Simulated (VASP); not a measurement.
A run of VASP 6.6.1:

Contents of INCAR:

```
PREC = Accurate
ENCUT = 520
EDIFF = 1E-6
ISMEAR = 0
SIGMA = 0.02
LREAL = F
LASPH = T
NELM = 60
ALGO = Normal
ISIF = 2
LWAVE = F
LCHARG = T
GGA = PE
LELF = T
LVHAR = T
NBANDS = 31
```

The input KPOINTS:

```
Automatic mesh
0
Gamma
  6 6 8
```

POSCAR

```
HfO2
1.0
    5.0755841558      0.0000000000      0.0000000000
    0.0000000000      5.0755841558      0.0000000000
    0.0000000000      0.0000000000      3.1694757927
Hf O
2 4
Direct
    0.0000000000      0.0000000000      0.0000000000
    0.5000000000      0.5000000000      0.5000000000
    0.1941415628      0.8058584372      0.5000000000
    0.3058584372      0.3058584372      0.0000000000
    0.6941415628      0.6941415628      0.0000000000
    0.8058584372      0.1941415628      0.5000000000
```

Potentials or basis: VASP PAW PBE potentials, release 64 (Hf_pv, O).

The run is started by

```console
$ cat potpaw_PBE.64/Hf_pv/POTCAR potpaw_PBE.64/O/POTCAR > POTCAR
$ mpirun -np 1 vasp_std > vasp.out
```

Hardware: 1 thread of Intel(R) Xeon(R) Platinum 8488C (Sapphire Rapids), on a shared host.

Question: How long does it take, and how much memory?

Answer: It took 81 s on 1 thread of Intel(R) Xeon(R) Platinum 8488C (Sapphire Rapids), with other jobs on the host, peak memory 0.25 GiB. Counts: scf iterations 14, k points 50.
